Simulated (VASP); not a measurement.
Input of a VASP 6.6.1 run:

The input INCAR:

```
SYSTEM = C
PREC = Accurate ; ENCUT = 600
EDIFF = 1E-6 ; ISMEAR = 0
SIGMA = 0.02 ; LREAL = .FALSE.
LASPH = .TRUE. ; NELM = 100
ALGO = Normal ; ISIF = 4
LWAVE = .FALSE. ; LCHARG = .FALSE.
GGA = PE ; IVDW = 12
IBRION = 2 ; NSW = 50
EDIFFG = -0.01
```

The input KPOINTS:

```
Automatic mesh
0
G
  18 18 18
  0 0 0
```

POSCAR

```
C
1.0
    0.0000000000      2.1096627359      3.2626584400
    1.2188293826      0.0000000000      3.2626584400
    1.2188293826      2.1096627359      0.0000000000
C
2
Direct
    0.1666980381      0.8333019619      0.1666980381
    0.8333019619      0.1666980381      0.8333019619
```

Potentials or basis: VASP PAW PBE potentials, release 64 (C).

Command:

```sh
$ cat potpaw_PBE.64/C/POTCAR > POTCAR
$ mpirun -np 1 vasp_std > vasp.out
```

Question: Predict the dispersion energy per atom.

Answer: -0.165 eV.

Stress tensor (GPa, compression positive):
```
2.66 0.00 0.00
0.00 2.49 0.00
0.00 0.00 2.56
```
